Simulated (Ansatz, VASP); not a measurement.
Two plane-wave programs on Si

File POSCAR:

```
Si
1.0
    0.0000000000      2.7765612735      2.7765612735
    2.7765612735      0.0000000000      2.7765612735
    2.7765612735      2.7765612735      0.0000000000
Si
2
Direct
    0.0000000000      0.0000000000      0.0000000000
    0.2500000000      0.2500000000      0.2500000000
```

INCAR.step1

```
SYSTEM = Si
  ALGO = Normal
  EDIFF = 1E-5
  ENCUT = 520
  GGA = PE
  ISIF = 2
  ISMEAR = 0
  LASPH = .True.
  LCHARG = .False.
  LREAL = .False.
  LWAVE = .True.
  NBANDS = 11
  NELM = 60
  PREC = Accurate
  SIGMA = 0.01
```

The input INCAR.step2:

```
SYSTEM = Si
  ALGO = Normal
  EDIFF = 1E-6
  ENCUT = 520
  GGA = PE
  HFSCREEN = 0.2079
  ISIF = 2
  ISMEAR = 0
  ISTART = 1
  LASPH = .True.
  LCHARG = .False.
  LHFCALC = .True.
  LREAL = .False.
  LWAVE = .False.
  NBANDS = 11
  NELM = 60
  PREC = Accurate
  PRECFOCK = Normal
  SIGMA = 0.01
```

Contents of KPOINTS:

```
k-points
0
Gamma
  6 6 6
  0 0 0
```

Input for Ansatz:

```yaml
crystal:
  lattice:
    - [0.0, 2.7765612735, 2.7765612735]
    - [2.7765612735, 0.0, 2.7765612735]
    - [2.7765612735, 2.7765612735, 0.0]
  atoms:
    - { symbol: Si, position: [0.0, 0.0, 0.0] }
    - { symbol: Si, position: [0.25, 0.25, 0.25] }
kpoints:
  mp_grid: { grid: [6, 6, 6] }
  band_path:
    path:
      - [0.0, 0.0, 0.0]
      - [0.5, 0.0, 0.5]
      - [0.625, 0.25, 0.625]
      - [0.375, 0.375, 0.75]
      - [0.5, 0.5, 0.5]
      - [0.5, 0.25, 0.75]
      - [0.0, 0.416667, 0.416667]
    npoints: 1
hamiltonian:
  xc: hse06
scf:
  occupations: { method: fixed }
  n_extra_bands: 4
output:
  forces: true
  stress: true
  eigenvalues: true
```

Change from the starting cell: hydrostatic strain +2.0%.

Alike in both runs: task single point; functional HSE06; k mesh 6 × 6 × 6; no spin polarisation.

|  | VASP | Ansatz |
| --- | --- | --- |
| version | VASP 6.6.1 | Ansatz 0.2.0 |
| potentials or method | VASP PAW PBE potentials, release 64 (Si) | plane waves, PAW |
| plane-wave cutoff (eV) | 520 | 420 |
| occupations | gaussian, width 0.01 eV | fixed |
| valence electrons in the cell | 8 | 8 |

|  | VASP | Ansatz | Ansatz less VASP |
| --- | --- | --- | --- |
| gap on the k mesh at the Fermi level (eV) | 1.40 | 1.39 | -0.011 |
| pressure (GPa) | -5.6 | -5.3 | +0.30 |

Ansatz's warnings: stress exchange threshold loose, stress scf threshold loose.
